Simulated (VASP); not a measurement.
**Sr2C: single point with PBE**

Sr2C:

```
CELL_PARAMETERS angstrom
0.00000 3.33604 3.33604
3.33604 0.00000 3.33604
3.33604 3.33604 0.00000
ATOMIC_POSITIONS crystal
C 0.00000 0.00000 0.00000
Sr 0.25000 0.25000 0.25000
Sr 0.75000 0.75000 0.75000
```

This cell differs from its parent crystal: volume changed by -3%.

| Property | Result |
| --- | --- |
| Program | VASP 6.6.1 |
| Task | single point |
| Functional | PBE |
| Potentials or basis | VASP PAW PBE potentials, release 64 (C, Sr_sv) |
| Cutoff | 520 eV |
| k mesh | 6 × 6 × 6 |
| Occupations | fermi-dirac, width 0.02 eV |
| Spin | no spin polarisation |

| Item | Value |
| --- | --- |
| Pressure | 1.4 GPa |
| Band gap on the k mesh | zero (band 12 reaches 3.10 eV, above the bottom of band 13 at 3.06 eV) |

Levels at points of the mesh, in eV from the Fermi level:
```
           k point  band 8  band 9  band 10  band 11  band 12  band 13  band 14  band 15  band 16  band 17
(0.00, 0.00, 0.00)  -16.92   -8.30    -1.46    -1.46    -1.46    -0.03     1.28     1.28     5.23     5.23
(0.50, 0.00, 0.00)  -17.29   -7.75    -1.62    -0.60    -0.60     1.99     2.73     2.73     3.72     4.51
(0.50, 0.50, 0.00)  -16.73   -7.69    -2.03    -0.08     0.01     0.01     2.11     2.26     4.74     4.74
```

It took 60 s on 1 thread of AMD EPYC 7R13 (shared host), peak memory 0.18 GiB.
